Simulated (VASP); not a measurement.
# BaF2 (Fm-3m) in VASP: notebook

The runs below take BaF2 through single point, with revPBE+D3(BJ), PBE.

All numbers are computed with VASP 6.6.1; they aren't measurements. Logs are shortened: lines on timing, memory, paths and dates and some standing lists are left out, and cuts for length are marked.

### 1 The cell of the first run

Symmetry: Fm-3m, No. 225, cubic system. The conventional cell has a = 6.170 Å, b = 6.170 Å, c = 6.170 Å, α = 90.00°, β = 90.00°, γ = 90.00°. Within 3.5 Å of Ba (site symmetry m-3m) lie 8 F at 2.67 Å. F (site symmetry -43m) has 4 Ba at 2.67 Å and 6 F at 3.08 Å within 3.5 Å.

### 2 Single point, revPBE+D3(BJ) (19.57 Å³/atom)

Input file INCAR:

```
SYSTEM = BaF2
  PREC = Accurate
  ENCUT = 1350
  EDIFF = 1E-6
  ISMEAR = 0
  SIGMA = 0.05
  LREAL = .FALSE.
  LASPH = .TRUE.
  NELM = 120
  ALGO = Normal
  ISIF = 2
  LWAVE = .FALSE.
  LCHARG = .TRUE.
  GGA = RE
  IVDW = 12
  LELF = .TRUE.
  LVHAR = .TRUE.
  NBANDS = 19
  GGA_COMPAT = .FALSE.
```

Input file KPOINTS:

```
regular mesh
0
G
  6 6 6
  0 0 0
```

Input file POSCAR:

```
BaF2
1.0
    0.0000000000      3.0849482751      3.0849482751
    3.0849482751      0.0000000000      3.0849482751
    3.0849482751      3.0849482751      0.0000000000
Ba F
1 2
Direct
    0.0000000000      0.0000000000      0.0000000000
    0.2500000000      0.2500000000      0.2500000000
    0.7500000000      0.7500000000      0.7500000000
```

Potentials or basis: VASP PAW PBE potentials, release 64 (Ba_sv, F_h).

Run with:

```console
> cat potpaw_PBE.64/Ba_sv/POTCAR potpaw_PBE.64/F_h/POTCAR > POTCAR
> mpirun -np 1 vasp_std > vasp.out
```

OUTCAR:

```text
SYSTEM = BaF2
   PREC = Accurate
   ENCUT = 1350
   EDIFF = 1E-6
   ISMEAR = 0
   LREAL = .FALSE.
   LASPH = .TRUE.
   NELM = 120
   ISIF = 2
   GGA = RE
   IVDW = 12
 IVDW          = 12

 ion  position               nearest neighbor table
   1  0.000  0.000  0.000-   3 2.67   3 2.67   3 2.67   2 2.67   2 2.67   2 2.67   3 2.67   2 2.67

   2  0.250  0.250  0.250-   1 2.67   1 2.67   1 2.67   1 2.67
   3  0.750  0.750  0.750-   1 2.67   1 2.67   1 2.67   1 2.67

  LATTYP: Found a face centered cubic cell.
 ALAT       =     6.1698965502

  Lattice vectors:

 A1 = (   0.0000000000,   3.0849482751,   3.0849482751)
 A2 = (   3.0849482751,   0.0000000000,   3.0849482751)
 A3 = (   3.0849482751,   3.0849482751,   0.0000000000)

Analysis of symmetry for initial positions (statically):
=====================================================================
 Subroutine PRICEL returns:
 Original cell was already a primitive cell.

 Routine SETGRP: Setting up the symmetry group for a
 face centered cubic supercell.

 Subroutine GETGRP returns: Found 48 space group operations
 (whereof 48 operations were pure point group operations)
 out of a pool of 48 trial point group operations.

The static configuration has the point symmetry O_h .

Analysis of symmetry for dynamics (positions and initial velocities):
=====================================================================
 Subroutine PRICEL returns:
 Original cell was already a primitive cell.

 Routine SETGRP: Setting up the symmetry group for a
 face centered cubic supercell.

 Subroutine GETGRP returns: Found 48 space group operations
 (whereof 48 operations were pure point group operations)
 out of a pool of 48 trial point group operations.

The dynamic configuration has the point symmetry O_h .

 Subroutine INISYM returns: Found 48 space group operations
 (whereof 48 operations are pure point group operations),
 and found     1 'primitive' translations

----------------------------------------------------------------------------------------

                                     Primitive cell

  volume of cell :      58.7183

  direct lattice vectors                    reciprocal lattice vectors
     0.000000000  3.084948275  3.084948275    -0.162077272  0.162077272  0.162077272
     3.084948275  0.000000000  3.084948275     0.162077272 -0.162077272  0.162077272
     3.084948275  3.084948275  0.000000000     0.162077272  0.162077272 -0.162077272

  length of vectors
     4.362775690  4.362775690  4.362775690     0.280726069  0.280726069  0.280726069

  position of ions in fractional coordinates (direct lattice)
     0.000000000  0.000000000  0.000000000
     0.250000000  0.250000000  0.250000000
     0.750000000  0.750000000  0.750000000

  ion indices of the primitive-cell ions
   primitive index   ion index
                 1           1
                 2           2
                 3           3

----------------------------------------------------------------------------------------

 KPOINTS: regular mesh

Automatic generation of k-mesh.
 Grid dimensions read from file:
 generate k-points for:    6    6    6

 Generating k-lattice:

  Cartesian coordinates                     Fractional coordinates (reciprocal lattice)
    -0.027012879  0.027012879  0.027012879     0.166666667  0.000000000  0.000000000
     0.027012879 -0.027012879  0.027012879     0.000000000  0.166666667  0.000000000
     0.027012879  0.027012879 -0.027012879     0.000000000  0.000000000  0.166666667

  Length of vectors
     0.046787678  0.046787678  0.046787678

  Shift w.r.t. Gamma in fractional coordinates (k-lattice)
     0.000000000  0.000000000  0.000000000

 Subroutine IBZKPT returns following result:
 ===========================================

 Found     16 irreducible k-points:

 Following reciprocal coordinates:
            Coordinates               Weight
  0.000000  0.000000  0.000000      1.000000
  0.166667  0.000000  0.000000      8.000000
  0.333333  0.000000  0.000000      8.000000
  0.500000  0.000000  0.000000      4.000000
  0.166667  0.166667  0.000000      6.000000
  0.333333  0.166667  0.000000     24.000000
[... 8 lines left out ...]
 -0.333333  0.333333  0.166667     24.000000
 -0.333333  0.500000  0.166667     12.000000
   k-points           NKPTS =     16   k-points in BZ     NKDIM =     16   number of bands    NBANDS=     19
   number of dos      NEDOS =    301   number of ions     NIONS =      3
   total plane-waves  NPLWV = 157464
   dimension x,y,z NGX =    54 NGY =   54 NGZ =   54
   dimension x,y,z NGXF=   108 NGYF=  108 NGZF=  108
   ions per type =               1   2
   NGX,Y,Z   is equivalent  to a cutoff of  20.58, 20.58, 20.58 a.u.
   NGXF,Y,Z  is equivalent  to a cutoff of  41.15, 41.15, 41.15 a.u.
 SYSTEM =  BaF2
   PREC   = accura    normal or accurate (medium, high low for compatibility)
   ISTART =      0    job   : 0-new  1-cont  2-samecut
   ICHARG =      2    charge: 1-file 2-atom 10-const
   ISPIN  =      1    spin polarized calculation?
   LNONCOLLINEAR =      F non collinear calculations
   LSORBIT =      F    spin-orbit coupling
   LASPH  =      T    aspherical Exc in radial PAW
   ENCUT  = 1350.0 eV  99.22 Ry    9.96 a.u.  13.07 13.07 13.07*2*pi/ulx,y,z
   NELM   =    120;   NELMIN=  2; NELMDL= -5     # of ELM steps
   EDIFF  = 0.1E-05   stopping-criterion for ELM
   LREAL  =      F    real-space projection
   EDIFFG = 0.1E-04   stopping-criterion for IOM
   NSW    =      0    number of steps for IOM
   IBRION =     -1    ionic relax: 0-MD 1-quasi-New 2-CG
   NFREE  =      0    steps in history (QN), initial steepest desc. (CG)
   ISIF   =      2    stress and relaxation
   ISYM   =      2    0-nonsym 1-usesym 2-fastsym
   POTIM  = 0.5000    time-step for ionic-motion
   TEBEG  =    0.0;   TEEND  =   0.0 temperature during run
   PSTRESS=    0.0 pullay stress
   NELECT =      24.0000    total number of electrons
   NUPDOWN=      -1.0000    fix difference up-down
   EMIN   =  10.00;   EMAX   =-10.00  energy-range for DOS
   EFERMI =   0.00;   METHOD = LEGACY
   ISMEAR =     0;   SIGMA  =   0.05  broadening in eV -4-tet -1-fermi 0-gaus
   EFERMI_NEDOS =   21; number of points for ismear=-14 and -15
   IALGO  =     38    algorithm
   IMIX   =      4    mixing-type and parameters
     AMIX     =   0.40;   BMIX     =  1.00
     AMIX_MAG =   1.60;   BMIX_MAG =  1.00
  volume/ion in A,a.u.               =      19.57       132.08
  Fermi-wavevector in a.u.,A,eV,Ry     =   1.214938  2.295899 20.083202  1.476074
  Thomas-Fermi vector in A             =   2.350341
   LORBIT       =      0    0 simple, 1 ext, 2 COOP (PROOUT), +10 PAW based schemes
   GGA     = RE    functional components
   LHFCALC =     F    Hartree Fock is set to
   AEXX    =    0.0000 exact exchange contribution
   IVDW    =    12    specifies the selected vdW correction
   LEPSILON=     F    determine dielectric tensor
   LRPA    =     F    only Hartree local field effects (RPA)
 non-spin polarized calculation
 Gauss-broadening in eV      SIGMA  =   0.05
  energy-cutoff  :     1350.00
  volume of cell :       58.72
 maximum number of plane-waves:      6642
 NGX is ok and might be reduce to    54
   NGX = 27   NGY = 27   NGZ = 27

 number of electron      23.9999998 magnetization

 Free energy of the ion-electron system (eV)
  ---------------------------------------------------
  ext. energy  EPLUGINS =         0.00000000
  ---------------------------------------------------
  free energy    TOTEN  =       -16.33766678 eV

  energy without entropy =      -16.33766678  energy(sigma->0) =      -16.33766678

 E-fermi :  -1.3081     XC(G=0):  -8.4608

 val. band max:       -1.5833850098   @ k =  -0.1667   0.1667   0.0000
 cond. band min:       5.5658131694   @ k =   0.0000   0.0000   0.0000
 fundamental gap:      7.1491981791
 Fermi energy:        -1.3081297388

 k-point     1 :       0.0000    0.0000    0.0000
  band No.  band energies     occupation
      1     -24.6906      2.00000
      2     -20.6131      2.00000
      3     -20.5404      2.00000
      4      -9.5220      2.00000
      5      -9.5220      2.00000
      6      -9.5220      2.00000
[... 11 lines left out ...]
     18       9.9616      0.00000
     19      14.2569      0.00000

 k-point     2 :       0.1667    0.0000    0.0000
  band No.  band energies     occupation
      1     -24.6364      2.00000
      2     -20.6432      2.00000
      3     -20.6050      2.00000
      4      -9.5683      2.00000
      5      -9.5643      2.00000
      6      -9.5643      2.00000
[... 11 lines left out ...]
     18       9.9831      0.00000
     19      13.2279      0.00000

 k-point     3 :       0.3333    0.0000    0.0000
  band No.  band energies     occupation
      1     -24.5216      2.00000
      2     -20.7795      2.00000
      3     -20.6650      2.00000
      4      -9.6463      2.00000
      5      -9.6456      2.00000
      6      -9.6456      2.00000
[... 11 lines left out ...]
     18      10.0615      0.00000
     19      12.2707      0.00000

 k-point     4 :       0.5000    0.0000    0.0000
  band No.  band energies     occupation
      1     -24.4603      2.00000
      2     -20.8612      2.00000
      3     -20.6856      2.00000
      4      -9.6846      2.00000
      5      -9.6846      2.00000
      6      -9.6791      2.00000
[... 231 lines left out ...]
     18      11.0614      0.00000
     19      13.2622      0.00000

 k-point    15 :      -0.3333    0.3333    0.1667
  band No.  band energies     occupation
      1     -24.3994      2.00000
      2     -20.8457      2.00000
      3     -20.8014      2.00000
      4      -9.8770      2.00000
      5      -9.6474      2.00000
      6      -9.6462      2.00000
[... 11 lines left out ...]
     18      12.1273      0.00000
     19      12.8028      0.00000

 k-point    16 :      -0.3333    0.5000    0.1667
  band No.  band energies     occupation
      1     -24.3784      2.00000
      2     -20.8895      2.00000
      3     -20.7906      2.00000
      4      -9.9344      2.00000
      5      -9.7781      2.00000
      6      -9.4911      2.00000
[... 11 lines left out ...]
     18      13.2073      0.00000
     19      13.5646      0.00000

------------------------ aborting loop because EDIFF is reached ----------------------------------------

 Edisp (eV)   -0.72294

 E8    (eV) :    -0.5165

  FORCE on cell =-STRESS in cart. coord.  units (eV):
  Direction    XX          YY          ZZ          XY          YZ          ZX
  --------------------------------------------------------------------------------------
  -------------------------------------------------------------------------------------
  Total       1.22520     1.22520     1.22520     0.00000     0.00000     0.00000
  in kB      33.43069    33.43069    33.43069     0.00000     0.00000     0.00000
  external pressure =       33.43 kB  Pullay stress =        0.00 kB

 VOLUME and BASIS-vectors are now :
 -----------------------------------------------------------------------------
  energy-cutoff  :     1350.00
  volume of cell :       58.72
      direct lattice vectors                 reciprocal lattice vectors
     0.000000000  3.084948275  3.084948275    -0.162077272  0.162077272  0.162077272
     3.084948275  0.000000000  3.084948275     0.162077272 -0.162077272  0.162077272
     3.084948275  3.084948275  0.000000000     0.162077272  0.162077272 -0.162077272

 POSITION                                       TOTAL-FORCE (eV/Angst)
 -----------------------------------------------------------------------------------
      0.00000      0.00000      0.00000        -0.000000     -0.000000     -0.000000
      1.54247      1.54247      1.54247        -0.000000      0.000000     -0.000000
      4.62742      4.62742      4.62742         0.000000     -0.000000      0.000000
 -----------------------------------------------------------------------------------
    total drift:                                0.000000      0.000000      0.000000

  FREE ENERGIE OF THE ION-ELECTRON SYSTEM (eV)
  ---------------------------------------------------
  free  energy   TOTEN  =       -17.0606055916 eV

  energy  without entropy=      -17.0606055916  energy(sigma->0) =      -17.06060559
```

It took 1.8 min on 1 thread of Intel Xeon Platinum 8259CL at 2.50GHz (Skylake/Cascade Lake), shared host; peak memory 0.43 GiB.

Results:

```yaml
Free_energy: -17.0606 eV
Pressure: 3.3 GPa
Band_gap_on_the_k_mesh: 7.15 eV (least direct gap 7.22 eV)
Dispersion_energy_per_atom: -0.241 eV
```

Caveat: the cell stands under pressure; the PAW data sets were made with another functional, which shifts forces and pressure a little; spin-orbit coupling is left out, which moves the levels of the heavy elements. A k mesh can miss the band edges.

### 3 Single point, PBE

This run uses another cell than the first one, of 19.86 Å³/atom.

Input file INCAR:

```
  ALGO = Normal
  EDIFF = 1E-6
  ENCUT = 1350
  GGA = PE
  GGA_COMPAT = F
  ISIF = 2
  ISMEAR = 0
  LASPH = T
  LCHARG = T
  LELF = T
  LREAL = F
  LVHAR = T
  LWAVE = F
  NBANDS = 19
  NELM = 120
  PREC = Accurate
  SIGMA = 0.05
```

Input file KPOINTS:

```
k-points
0
Gamma
  6 6 6
```

Input file POSCAR:

```
BaF2
1.0
    0.0000000000      3.1000485598      3.1000485598
    3.1000485598      0.0000000000      3.1000485598
    3.1000485598      3.1000485598      0.0000000000
Ba F
1 2
Direct
    0.0000000000      0.0000000000      0.0000000000
    0.2500000000      0.2500000000      0.2500000000
    0.7500000000      0.7500000000      0.7500000000
```

Potentials or basis: VASP PAW PBE potentials, release 64 (Ba_sv, F_h).

Run with:

```console
> cat potpaw_PBE.64/Ba_sv/POTCAR potpaw_PBE.64/F_h/POTCAR > POTCAR
> mpirun -np 1 vasp_std > vasp.out
```

It took 99 s on 1 thread of Intel Xeon Platinum 8259CL at 2.50GHz (Skylake/Cascade Lake), shared host; peak memory 0.42 GiB.

Results (log left out):

```yaml
Free_energy: -17.1244 eV
Pressure: 2.2 GPa
Band_gap_on_the_k_mesh: 6.78 eV (least direct gap 6.85 eV)
```

Levels at points of the mesh, in eV from the valence-band top:
```csv
k point,band 10,band 11,band 12,band 13,band 14,band 15
"(0.00, 0.00, 0.00)",-0.06,-0.06,-0.06,6.78,9.20,9.20
"(0.50, 0.00, 0.00)",-0.34,-0.15,-0.15,9.12,9.19,9.19
"(0.50, 0.50, 0.00)",-0.32,-0.32,-0.11,7.26,9.01,10.68
```

Caveat: spin-orbit coupling is left out, which moves the levels of the heavy elements. A k mesh can miss the band edges.
